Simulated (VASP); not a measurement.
Here is a VASP 6.6.1 calculation.

Contents of INCAR:

```
SYSTEM = MoS
  ALGO = Normal
  EDIFF = 1E-6
  ENCUT = 520
  GGA = PS
  ISIF = 2
  ISMEAR = 0
  LASPH = .TRUE.
  LCHARG = .TRUE.
  LELF = .TRUE.
  LREAL = .FALSE.
  LVHAR = .TRUE.
  LWAVE = .FALSE.
  NBANDS = 28
  NELM = 60
  PREC = Accurate
  SIGMA = 0.1
```

Contents of KPOINTS:

```
k-points
0
G
  12 12 1
  0 0 0
```

POSCAR

```
MoS
1.0
    3.1204068979      0.0000000000      0.0000000000
   -1.5602034489      2.7023516437      0.0000000000
    0.0000000000      0.0000000000     14.0860250635
Mo S
2 2
Direct
    0.6666666667      0.3333333333      0.2839693939
    0.3333333333      0.6666666667      0.7160306061
    0.3333333333      0.6666666667      0.3976317161
    0.6666666667      0.3333333333      0.6023682839
```

Potentials or basis: VASP PAW PBE potentials, release 64 (Mo_sv, S).

Run with:

```sh
$ cat potpaw_PBE.64/Mo_sv/POTCAR potpaw_PBE.64/S/POTCAR > POTCAR
$ mpirun -np 1 vasp_std > vasp.out
```

Q: What does it give for the largest force?

A: 1.779 eV/Å.

Q: Estimate the band gap on the k mesh.

A: Zero (band 20 reaches 3.48 eV, above the bottom of band 21 at 3.31 eV).

Forces in eV/Å, atoms in the order of the input:
```
Mo   0.000  0.000  1.686
Mo   0.000  0.000 -1.686
S    0.000  0.000 -1.779
S    0.000  0.000  1.779
```

Caveat: the PAW data sets were made with another functional, which shifts forces and pressure a little.
